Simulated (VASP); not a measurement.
The system is Ge.

```xyz
1
Lattice="0.0000 2.0984 2.0984 2.0984 0.0000 2.0984 2.0984 2.0984 0.0000" Properties=species:S:1:pos:R:3 pbc="T T T"
Ge    0.0000    0.0000    0.0000
```

Base run:

```yaml
Program: VASP 6.6.1
Functional: PBE
Potentials_or_basis: VASP PAW PBE potentials, release 64 (Ge_d)
Cutoff: 520 eV
k_mesh: 10 × 10 × 10
Occupations: gaussian, width 0.1 eV
Spin: no spin polarisation
```

Its results: band gap on the k mesh zero (band 7 reaches 16.23 eV, above the bottom of band 8 at 4.69 eV); pressure 3.8 GPa.

Question: The run is repeated on the same cell with these changes: cutoff from 520 eV to 500 eV; k mesh from 10 × 10 × 10 to 4 × 4 × 4. What comes out?

Answer: Band gap on the k mesh zero (band 7 reaches 16.21 eV, above the bottom of band 8 at 4.86 eV); pressure 4.4 GPa.

Caveats: some runs use coarse meshes.
